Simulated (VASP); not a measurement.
# Co in VASP: further runs

Aim: see how the results for Co move with the level of theory and the settings. Levels: RPBE, revPBE, BLYP. Tasks: single point.

Everything below comes from runs of VASP 6.6.1. Logs are shortened: lines on timing, memory, paths and dates and some standing lists are left out, and cuts for length are marked.

## 1. The cell of the first run

The cell holds a slab with vacuum, 5 atoms: a = 2.519 Å, b = 2.519 Å, c = 23.182 Å, α = 90.00°, β = 90.00°, γ = 120.00°.

## 2. Single point, RPBE, collinear spin, ferromagnetic start

INCAR reads:

```
SYSTEM = Co
ALGO = Normal
DIPOL = 0.5 0.5 0.499
EDIFF = 1E-6
ENCUT = 520
GGA = RP
IDIPOL = 3
ISIF = 2
ISMEAR = -1
ISPIN = 2
LASPH = .TRUE.
LCHARG = .FALSE.
LDIPOL = .TRUE.
LMAXMIX = 4
LORBIT = 11
LREAL = .FALSE.
LWAVE = .FALSE.
MAGMOM = 2 2 2 2 2
NBANDS = 34
NELM = 150
PREC = Accurate
SIGMA = 0.05
```

KPOINTS reads:

```
k-points
0
G
  12 12 1
  0 0 0
```

POSCAR reads:

```
Co
1.0
    2.5190008694      0.0000000000      0.0000000000
   -1.2595004347      2.1815187451      0.0000000000
    0.0000000000      0.0000000000     23.1820000000
Co
5
Direct
    0.3333333333      0.6666666667      0.3235268743
    0.6666666667      0.3333333333      0.4117634371
    0.3333333333      0.6666666667      0.4997453239
    0.6666666667      0.3333333333      0.5885210390
    0.3333333333      0.6666666667      0.6736353678
```

Potentials or basis: VASP PAW PBE potentials, release 64 (Co).

Launch:

```sh
$ cat potpaw_PBE.64/Co/POTCAR > POTCAR
$ mpirun -np 1 vasp_std > vasp.out
```

OUTCAR:

```text
SYSTEM = Co
   EDIFF = 1E-6
   ENCUT = 520
   GGA = RP
   ISIF = 2
   ISMEAR = -1
   ISPIN = 2
   LASPH = .TRUE.
   LORBIT = 11
   LREAL = .FALSE.
   NELM = 150
   PREC = Accurate

 ion  position               nearest neighbor table
   1  0.333  0.667  0.324-   2 2.51   2 2.51   2 2.51
   2  0.667  0.333  0.412-   3 2.51   3 2.51   3 2.51   1 2.51   1 2.51   1 2.51
   3  0.333  0.667  0.500-   2 2.51   2 2.51   2 2.51   4 2.52   4 2.52   4 2.52
   4  0.667  0.333  0.589-   5 2.45   5 2.45   5 2.45   3 2.52   3 2.52   3 2.52
   5  0.333  0.667  0.674-   4 2.45   4 2.45   4 2.45

  LATTYP: Found a hexagonal cell.
 ALAT       =     2.5190008694
 C/A-ratio  =     9.2028551008

  Lattice vectors:

 A1 = (   2.5190008694,   0.0000000000,   0.0000000000)
 A2 = (  -1.2595004347,   2.1815187451,   0.0000000000)
 A3 = (   0.0000000000,   0.0000000000,  23.1820000000)

Analysis of symmetry for initial positions (statically):
=====================================================================
 Subroutine PRICEL returns:
 Original cell was already a primitive cell.

 Routine SETGRP: Setting up the symmetry group for a
 hexagonal supercell.

 Subroutine GETGRP returns: Found  6 space group operations
 (whereof  6 operations were pure point group operations)
 out of a pool of 24 trial point group operations.

The static configuration has the point symmetry C_3v.

Analysis of symmetry for dynamics (positions and initial velocities):
=====================================================================
 Subroutine PRICEL returns:
 Original cell was already a primitive cell.

 Routine SETGRP: Setting up the symmetry group for a
 hexagonal supercell.

 Subroutine GETGRP returns: Found  6 space group operations
 (whereof  6 operations were pure point group operations)
 out of a pool of 24 trial point group operations.

The dynamic configuration has the point symmetry C_3v.

Analysis of structural, dynamic, and magnetic symmetry:
=====================================================================
 Subroutine PRICEL returns:
 Original cell was already a primitive cell.

 Routine SETGRP: Setting up the symmetry group for a
 hexagonal supercell.

 Subroutine GETGRP returns: Found  6 space group operations
 (whereof  6 operations were pure point group operations)
 out of a pool of 24 trial point group operations.

The overall configuration has the point symmetry C_3v.

 Subroutine INISYM returns: Found  6 space group operations
 (whereof  6 operations are pure point group operations),
 and found     1 'primitive' translations

----------------------------------------------------------------------------------------

                                     Primitive cell

  volume of cell :     127.3908

  direct lattice vectors                    reciprocal lattice vectors
     2.519000869  0.000000000  0.000000000     0.396982793  0.229198122  0.000000000
    -1.259500435  2.181518745  0.000000000     0.000000000  0.458396244  0.000000000
     0.000000000  0.000000000 23.182000000     0.000000000  0.000000000  0.043136917

  length of vectors
     2.519000869  2.519000869 23.182000000     0.458396244  0.458396244  0.043136917

  position of ions in fractional coordinates (direct lattice)
     0.333333333  0.666666667  0.323526874
     0.666666667  0.333333333  0.411763437
     0.333333333  0.666666667  0.499745324
     0.666666667  0.333333333  0.588521039
     0.333333333  0.666666667  0.673635368

  ion indices of the primitive-cell ions
   primitive index   ion index
                 1           1
                 2           2
                 3           3
                 4           4
                 5           5

----------------------------------------------------------------------------------------

 KPOINTS: k-points

Automatic generation of k-mesh.
 Grid dimensions read from file:
 generate k-points for:   12   12    1

 Generating k-lattice:

  Cartesian coordinates                     Fractional coordinates (reciprocal lattice)
     0.033081899  0.019099844  0.000000000     0.083333333 -0.000000000  0.000000000
     0.000000000  0.038199687  0.000000000     0.000000000  0.083333333  0.000000000
     0.000000000  0.000000000  0.043136917     0.000000000  0.000000000  1.000000000

  Length of vectors
     0.038199687  0.038199687  0.043136917

  Shift w.r.t. Gamma in fractional coordinates (k-lattice)
     0.000000000  0.000000000  0.000000000

 Subroutine IBZKPT returns following result:
 ===========================================

 Found     19 irreducible k-points:

 Following reciprocal coordinates:
            Coordinates               Weight
  0.000000  0.000000  0.000000      1.000000
  0.083333 -0.000000  0.000000      6.000000
  0.166667  0.000000  0.000000      6.000000
  0.250000  0.000000  0.000000      6.000000
  0.333333  0.000000  0.000000      6.000000
  0.416667  0.000000  0.000000      6.000000
[... 11 lines left out ...]
  0.333333  0.250000  0.000000     12.000000
  0.333333  0.333333  0.000000      2.000000
   k-points           NKPTS =     19   k-points in BZ     NKDIM =     19   number of bands    NBANDS=     34
   number of dos      NEDOS =    301   number of ions     NIONS =      5
   total plane-waves  NPLWV =  72000
   dimension x,y,z NGX =    20 NGY =   20 NGZ =  180
   dimension x,y,z NGXF=    40 NGYF=   40 NGZF=  360
   ions per type =               5
   NGX,Y,Z   is equivalent  to a cutoff of  13.20, 13.20, 12.91 a.u.
   NGXF,Y,Z  is equivalent  to a cutoff of  26.40, 26.40, 25.82 a.u.
 SYSTEM =  Co
   PREC   = accura    normal or accurate (medium, high low for compatibility)
   ISTART =      0    job   : 0-new  1-cont  2-samecut
   ICHARG =      2    charge: 1-file 2-atom 10-const
   ISPIN  =      2    spin polarized calculation?
   LNONCOLLINEAR =      F non collinear calculations
   LSORBIT =      F    spin-orbit coupling
   LASPH  =      T    aspherical Exc in radial PAW
   ENCUT  =  520.0 eV  38.22 Ry    6.18 a.u.   4.68  4.68 43.10*2*pi/ulx,y,z
   NELM   =    150;   NELMIN=  2; NELMDL= -5     # of ELM steps
   EDIFF  = 0.1E-05   stopping-criterion for ELM
   LREAL  =      F    real-space projection
   EDIFFG = 0.1E-04   stopping-criterion for IOM
   NSW    =      0    number of steps for IOM
   IBRION =     -1    ionic relax: 0-MD 1-quasi-New 2-CG
   NFREE  =      0    steps in history (QN), initial steepest desc. (CG)
   ISIF   =      2    stress and relaxation
   ISYM   =      2    0-nonsym 1-usesym 2-fastsym
   POTIM  = 0.5000    time-step for ionic-motion
   TEBEG  =    0.0;   TEEND  =   0.0 temperature during run
   PSTRESS=    0.0 pullay stress
   NELECT =      45.0000    total number of electrons
   NUPDOWN=      -1.0000    fix difference up-down
   EMIN   =  10.00;   EMAX   =-10.00  energy-range for DOS
   EFERMI =   0.00;   METHOD = LEGACY
   ISMEAR =    -1;   SIGMA  =   0.05  broadening in eV -4-tet -1-fermi 0-gaus
   EFERMI_NEDOS =   21; number of points for ismear=-14 and -15
   IALGO  =     38    algorithm
   IMIX   =      4    mixing-type and parameters
     AMIX     =   0.40;   BMIX     =  1.00
     AMIX_MAG =   1.60;   BMIX_MAG =  1.00
  volume/ion in A,a.u.               =      25.48       171.94
  Fermi-wavevector in a.u.,A,eV,Ry     =   1.157265  2.186914 18.221780  1.339263
  Thomas-Fermi vector in A             =   2.293878
   LORBIT       =     11    0 simple, 1 ext, 2 COOP (PROOUT), +10 PAW based schemes
   GGA     = RP    functional components
   LHFCALC =     F    Hartree Fock is set to
   AEXX    =    0.0000 exact exchange contribution
   IVDW    =     0    specifies the selected vdW correction
   LEPSILON=     F    determine dielectric tensor
   LRPA    =     F    only Hartree local field effects (RPA)
 spin polarized calculation
  energy-cutoff  :      520.00
  volume of cell :      127.39
 maximum number of plane-waves:      3459
 NGX is ok and might be reduce to    20
   NGX =  9   NGY =  9   NGZ = 87

 number of electron      45.0000000 magnetization      10.0000000

 dipolmoment           0.000000      0.000000      0.000824 electrons x Angstroem

 number of electron      44.9999992 magnetization       8.6424083

 dipolmoment           0.000000      0.000000     -0.001707 electrons x Angstroem

 Free energy of the ion-electron system (eV)
  ---------------------------------------------------
  ext. energy  EPLUGINS =         0.00000000
  ---------------------------------------------------
  free energy    TOTEN  =       -31.28638457 eV

  energy without entropy =      -31.23987292  energy(sigma->0) =      -31.26312875

 E-fermi :   1.8531     XC(G=0):  -6.5796

 val. band max:        1.8007667981   @ k =   0.1667   0.0833   0.0000
 cond. band min:       1.8609746549   @ k =   0.1667   0.0000   0.0000
 fundamental gap:      0.0602078568
 Fermi energy:         1.8531352307

 spin component 1

 k-point     1 :       0.0000    0.0000    0.0000
  band No.  band energies     occupation
      1      -6.5874      1.00000
      2      -5.7174      1.00000
      3      -4.4338      1.00000
      4      -3.4694      1.00000
      5      -3.2164      1.00000
      6      -1.0603      1.00000
[... 26 lines left out ...]
     33       6.4260      0.00000
     34       7.4647      0.00000

 k-point     2 :       0.0833   -0.0000    0.0000
  band No.  band energies     occupation
      1      -6.3533      1.00000
      2      -5.4928      1.00000
      3      -4.2238      1.00000
      4      -3.2817      1.00000
      5      -3.0636      1.00000
      6      -1.1764      1.00000
[... 26 lines left out ...]
     33       6.6521      0.00000
     34       7.6586      0.00000
[... 590 lines left out ...]
     33       9.5688      0.00000
     34      10.3534      0.00000

 k-point    19 :       0.3333    0.3333    0.0000
  band No.  band energies     occupation
      1      -2.3322      1.00000
      2      -2.0983      1.00000
      3      -2.0161      1.00000
      4      -2.0095      1.00000
      5      -1.9554      1.00000
      6      -1.8061      1.00000
[... 26 lines left out ...]
     33       8.7638      0.00000
     34      10.4532      0.00000
 Fermi energy:         1.8531352307

 spin component 2

 k-point     1 :       0.0000    0.0000    0.0000
  band No.  band energies     occupation
      1      -6.6301      1.00000
      2      -5.7394      1.00000
      3      -4.3596      1.00000
      4      -2.9971      1.00000
      5      -2.3307      1.00000
      6       0.4706      1.00000
[... 26 lines left out ...]
     33       6.4394      0.00000
     34       7.6261      0.00000

 k-point     2 :       0.0833   -0.0000    0.0000
  band No.  band energies     occupation
      1      -6.3948      1.00000
      2      -5.5124      1.00000
      3      -4.1445      1.00000
      4      -2.7927      1.00000
      5      -2.1514      1.00000
      6       0.3112      1.00000
[... 26 lines left out ...]
     33       6.6698      0.00000
     34       7.8268      0.00000
[... 590 lines left out ...]
     33      10.1979      0.00000
     34      10.8998      0.00000

 k-point    19 :       0.3333    0.3333    0.0000
  band No.  band energies     occupation
      1      -0.9244      1.00000
      2      -0.8592      1.00000
      3      -0.7792      1.00000
      4      -0.7676      1.00000
      5      -0.6850      1.00000
      6      -0.6546      1.00000
[... 26 lines left out ...]
     33       9.4012      0.00000
     34      10.9367      0.00000

------------------------ aborting loop because EDIFF is reached ----------------------------------------

 vacuum level on the upper side and lower side of the slab       (xc-potential included)        -0.022         0.032

  FORCE on cell =-STRESS in cart. coord.  units (eV):
  Direction    XX          YY          ZZ          XY          YZ          ZX
  --------------------------------------------------------------------------------------
  -------------------------------------------------------------------------------------
  Total       -1.3887831     -1.3887831     -0.9286672      0.0000000      0.0000000      0.0000000
  in kB      -17.4665387    -17.4665387    -11.6797222      0.0000000      0.0000000      0.0000000
  external PRESSURE =     -15.5375999 kB  Pullay stress =       0.0000000 kB

 VOLUME and BASIS-vectors are now :
 -----------------------------------------------------------------------------
  energy-cutoff  :      520.00
  volume of cell :      127.39
      direct lattice vectors                 reciprocal lattice vectors
     2.519000869  0.000000000  0.000000000     0.396982793  0.229198122  0.000000000
    -1.259500435  2.181518745  0.000000000     0.000000000  0.458396244  0.000000000
     0.000000000  0.000000000 23.182000000     0.000000000  0.000000000  0.043136917

 POSITION                                       TOTAL-FORCE (eV/Angst)
 -----------------------------------------------------------------------------------
     -0.00000      1.45435      7.50000        -0.000000      0.000000      0.367320
      1.25950      0.72717      9.54550        -0.000000      0.000000     -0.343615
     -0.00000      1.45435     11.58510         0.000000      0.000000      0.001519
      1.25950      0.72717     13.64309        -0.000000     -0.000000      0.010924
     -0.00000      1.45435     15.61622        -0.000000     -0.000000     -0.036149
 -----------------------------------------------------------------------------------
    total drift:                               -0.000000      0.000000     -0.000613

  FREE ENERGIE OF THE ION-ELECTRON SYSTEM (eV)
  ---------------------------------------------------
  free  energy   TOTEN  =       -31.2863845742 eV

  energy  without entropy=      -31.2398729208  energy(sigma->0) =      -31.26312875

 vacuum level on the upper side and lower side of the slab         6.528         6.582

 total charge

# of ion       s       p       d       tot
------------------------------------------
    1        0.471   0.378   7.211   8.060
    2        0.475   0.494   7.234   8.203
    3        0.477   0.492   7.237   8.206
    4        0.480   0.506   7.243   8.230
    5        0.479   0.393   7.226   8.097
--------------------------------------------------
tot          2.382   2.262  36.151  40.795

 magnetization (x)

# of ion       s       p       d       tot
------------------------------------------
    1       -0.009  -0.039   1.857   1.809
    2       -0.014  -0.052   1.811   1.745
    3       -0.013  -0.053   1.763   1.697
    4       -0.015  -0.053   1.800   1.732
    5       -0.009  -0.038   1.839   1.792
--------------------------------------------------
tot         -0.060  -0.235   9.070   8.775
```

Wall time 21 min (1 thread of Intel Xeon 8259CL, shared host); peak memory 0.34 GiB.

What came out:

| Item | Value |
| --- | --- |
| Free energy | -31.2864 eV |
| Largest force | 0.367 eV/Å |
| Net moment | 8.64 μB per cell |
| Site moments | Co +1.81, +1.75, +1.70, +1.73, +1.79 μB |
| Valence electrons inside the program's atomic spheres | Co 8.06, 8.20, 8.21, 8.23, 8.10 |

Forces in eV/Å, atoms in the order of the input:
```
Co   0.000  0.000  0.367
Co   0.000  0.000 -0.344
Co   0.000  0.000  0.002
Co   0.000  0.000  0.011
Co   0.000  0.000 -0.036
```

Caveat: the PAW data sets were made with another functional, which shifts forces and pressure a little.

## 3. Single point, revPBE, collinear spin, ferromagnetic start

INCAR reads:

```
SYSTEM = Co
ALGO     = Normal         ! electronic algorithm
DIPOL    = 0.5 0.5 0.499
EDIFF    = 1E-6           ! SCF threshold, eV
ENCUT    = 520            ! plane-wave cutoff, eV
GGA      = RE             ! functional
IDIPOL   = 3            
ISIF     = 2              ! what is computed and relaxed
ISMEAR   = -1             ! smearing method
ISPIN    = 2              ! spin polarisation
LASPH    = .True.         ! aspherical terms in the spheres
LCHARG   = .True.         ! write CHGCAR
LDIPOL   = .True.       
LELF     = .True.         ! ELF
LMAXMIX  = 4              ! l up to which the mixer works
LORBIT   = 11             ! projections on sites
LREAL    = .False.        ! projectors in reciprocal space
LVACPOTAV= .True.       
LVHAR    = .True.       
LWAVE    = .False.        ! write WAVECAR
MAGMOM   = 2 2 2 2 2      ! initial moments
NBANDS   = 34             ! bands
NELM     = 150            ! most SCF steps
PREC     = Accurate       ! precision mode
SIGMA    = 0.05           ! smearing width, eV
```

KPOINTS reads:

```
k-points
0
Gamma
  12 12 1
  0 0 0
```

POSCAR reads:

```
Co
1.0
    2.5190008694      0.0000000000      0.0000000000
   -1.2595004347      2.1815187451      0.0000000000
    0.0000000000      0.0000000000     23.1820000000
Co
5
Direct
    0.3333333333      0.6666666667      0.3235268743
    0.6666666667      0.3333333333      0.4117634371
    0.3333333333      0.6666666667      0.4992837913
    0.6666666667      0.3333333333      0.5876582366
    0.3333333333      0.6666666667      0.6723566117
```

Potentials or basis: VASP PAW PBE potentials, release 64 (Co).

Launch:

```sh
$ cat potpaw_PBE.64/Co/POTCAR > POTCAR
$ mpirun -np 1 vasp_std > vasp.out
```

It took 20 min on 1 thread of Intel Xeon 8259CL, shared host; peak memory 0.34 GiB.

It converged, with:

| Property | Result |
| --- | --- |
| Free energy | -31.7859 eV |
| Largest force | 0.414 eV/Å |
| Net moment | 8.62 μB per cell |
| Site moments | Co +1.80, +1.74, +1.69, +1.72, +1.78 μB |
| Valence electrons inside the program's atomic spheres | Co 8.06, 8.21, 8.24, 8.10 (each value once) |

Forces in eV/Å, atoms in the order of the input:
```
Co   0.000  0.000  0.414
Co   0.000  0.000 -0.390
Co   0.000  0.000  0.000
Co   0.000  0.000  0.007
Co   0.000  0.000 -0.032
```

Levels at points of the mesh, in eV from the Fermi level:
Spin up:
```
           k point  band 24  band 25  band 26  band 27  band 28  band 29  band 30  band 31
(0.00, 0.00, 0.00)    -1.25    -1.25    -1.07    -1.07    -0.98    -0.98    -0.55     0.21
(0.50, 0.00, 0.00)    -0.65    -0.63     1.01     1.03     1.70     2.56     2.99     6.43
```
Spin down:
```
           k point  band 14  band 15  band 16  band 17  band 18  band 19  band 20  band 21  band 22  band 23
(0.00, 0.00, 0.00)    -0.80    -0.80    -0.68    -0.68    -0.57    -0.57    -0.18     0.05     0.05     0.21
(0.50, 0.00, 0.00)    -0.54    -0.37     0.06     0.57     0.63     0.70     1.13     1.17     1.22     1.27
```

Caveat: the PAW data sets were made with another functional, which shifts forces and pressure a little.

(Part 1 of 2 ends here.)
